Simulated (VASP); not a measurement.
A run of VASP 6.6.1 is set up as follows.

File POSCAR:

```
Si3C4
1.0
    4.3600000000      0.0000000000      0.0000000000
    0.0000000000      4.3600000000      0.0000000000
    0.0000000000      0.0000000000      4.3600000000
Si C
3 4
Direct
    0.1375500000      0.5690600000      0.7321700000
    0.6355700000      0.0735100000      0.7260300000
    0.6369600000      0.5704800000      0.2284100000
    0.3848200000      0.3186600000      0.4784300000
    0.3881000000      0.8194100000      0.9773800000
    0.8886900000      0.3182600000      0.9756300000
    0.8842100000      0.8210400000      0.4780000000
```

INCAR.step1

```
PREC     = Accurate       # precision mode
ENCUT    = 520            # plane-wave cutoff, eV
EDIFF    = 1E-5           # SCF threshold, eV
ISMEAR   = 0              # smearing method
SIGMA    = 0.01           # smearing width, eV
LREAL    = False          # projectors in reciprocal space
LASPH    = True           # aspherical terms in the spheres
NELM     = 120            # most SCF steps
ALGO     = Normal         # electronic algorithm
ISIF     = 2              # what is computed and relaxed
LWAVE    = True           # write WAVECAR
LCHARG   = False          # write CHGCAR
GGA      = PE             # functional
NBANDS   = 23             # bands
GGA_COMPAT= False
```

Contents of INCAR.step2:

```
PREC     = Accurate       # precision mode
ENCUT    = 520            # plane-wave cutoff, eV
EDIFF    = 1E-6           # SCF threshold, eV
ISMEAR   = 0              # smearing method
SIGMA    = 0.01           # smearing width, eV
LREAL    = False          # projectors in reciprocal space
LASPH    = True           # aspherical terms in the spheres
NELM     = 120            # most SCF steps
ALGO     = Normal         # electronic algorithm
ISIF     = 2              # what is computed and relaxed
LWAVE    = False          # write WAVECAR
LCHARG   = False          # write CHGCAR
GGA      = PE             # functional
LHFCALC  = True           # exact exchange
HFSCREEN = 0.2079         # screening, 1/A
PRECFOCK = Normal       
ISTART   = 1            
NBANDS   = 23             # bands
GGA_COMPAT= False
```

KPOINTS

```
Automatic mesh
0
Gamma
  1 1 1
```

Potentials or basis: VASP PAW PBE potentials, release 64 (Si, C).

Command:

```console
$ cat potpaw_PBE.64/Si/POTCAR potpaw_PBE.64/C/POTCAR > POTCAR
$ cp INCAR.step1 INCAR
$ mpirun -np 1 vasp_gam > vasp.out
$ cp INCAR.step2 INCAR
$ mpirun -np 1 vasp_gam > vasp.out
```

Estimate the largest force.

4.750 eV/Å.

Predict the band gap on the k mesh.

1.26 eV.

Predict the pressure.

-1.3 GPa.

Forces in eV/Å, atoms in the order of the input:
```
Si  -0.036  0.044 -0.414
Si   0.053 -0.009  0.156
Si  -0.021 -0.094 -0.091
C    2.240  2.383  3.400
C    2.242 -2.256 -3.364
C   -2.400  2.371 -3.195
C   -2.078 -2.438  3.508
```

Caveat: the k points lie up to 1.44 Å⁻¹ apart; the PAW data sets were made with another functional, which shifts forces and pressure a little. A k mesh can miss the band edges.
